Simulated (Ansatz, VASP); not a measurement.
Two plane-wave programs on NaF

The input INCAR:

```
SYSTEM = NaF
PREC     = Accurate       ! precision mode
ENCUT    = 520            ! plane-wave cutoff, eV
EDIFF    = 1E-8           ! SCF threshold, eV
ISMEAR   = -1             ! smearing method
SIGMA    = 0.02           ! smearing width, eV
LREAL    = .False.        ! projectors in reciprocal space
LASPH    = .True.         ! aspherical terms in the spheres
NELM     = 100            ! most SCF steps
ALGO     = Normal         ! electronic algorithm
ISIF     = 2              ! what is computed and relaxed
LWAVE    = .False.        ! write WAVECAR
LCHARG   = .False.        ! write CHGCAR
LEFG     = .True.       
NBANDS   = 14             ! bands
```

Contents of KPOINTS:

```
Automatic mesh
0
Gamma
  10 10 10
  0 0 0
```

File POSCAR:

```
NaF
1.0
   -0.0232330000      2.3116835000      2.3116835000
    2.3116835000     -0.0232330000      2.3116835000
    2.3116835000      2.3116835000     -0.0232330000
Na F
1 1
Direct
    0.0000000000      0.0000000000      0.0000000000
    0.5000000000      0.5000000000      0.5000000000
```

Input for Ansatz:

```yaml
crystal:
  lattice:
    - [-0.023233, 2.3116835, 2.3116835]
    - [2.3116835, -0.023233, 2.3116835]
    - [2.3116835, 2.3116835, -0.023233]
  atoms:
    - { symbol: Na, position: [0.0, 0.0, 0.0] }
    - { symbol: F, position: [0.5, 0.5, 0.5] }
kpoints:
  mp_grid: { grid: [10, 10, 10] }
scf:
  occupations: { method: fermi_dirac, width: 0.02 }
hamiltonian:
  xc: lda
  pseudopotentials: { kind: paw }
output:
  forces: true
  stress: true
  eigenvalues: true
  efg: { contact_densities: true }
```

Change from the starting cell: equal xy, yz and zx shear strains of -1 %, PAW files.

Alike in both runs: task electric field gradients; functional LDA; k mesh 10 × 10 × 10; occupations fermi-dirac, width 0.02 eV; no spin polarisation.

|  | VASP | Ansatz |
| --- | --- | --- |
| version | VASP 6.6.1 | Ansatz 0.2.0 |
| potentials or method | VASP PAW LDA potentials, release 64 (Na_pv, F) | PAW with Ansatz's default frozen-core files, scalar-relativistic |
| plane-wave cutoff (eV) | 520 | 420 |
| valence electrons in the cell | 14 | 16 |

|  | VASP | Ansatz | Ansatz less VASP |
| --- | --- | --- | --- |
| gap on the k mesh at the Fermi level (eV) | 5.88 | 5.91 | +0.022 |
| pressure (GPa) | -4.7 | -4.6 | +0.08 |
| traceless stress, the component that is largest in VASP (GPa) | 0.28 | 0.28 | +0.003 |
| size of Vzz on the site where it differs most (V/Å²) | 0.9 | 0.8 | -0.10 |

LDA's correlation is that of Perdew and Zunger in VASP and of Perdew and Wang (1992) in Ansatz. VASP's potentials hold 14 valence electrons a cell and Ansatz's 16, so a difference there can come from the potentials and not from the codes.
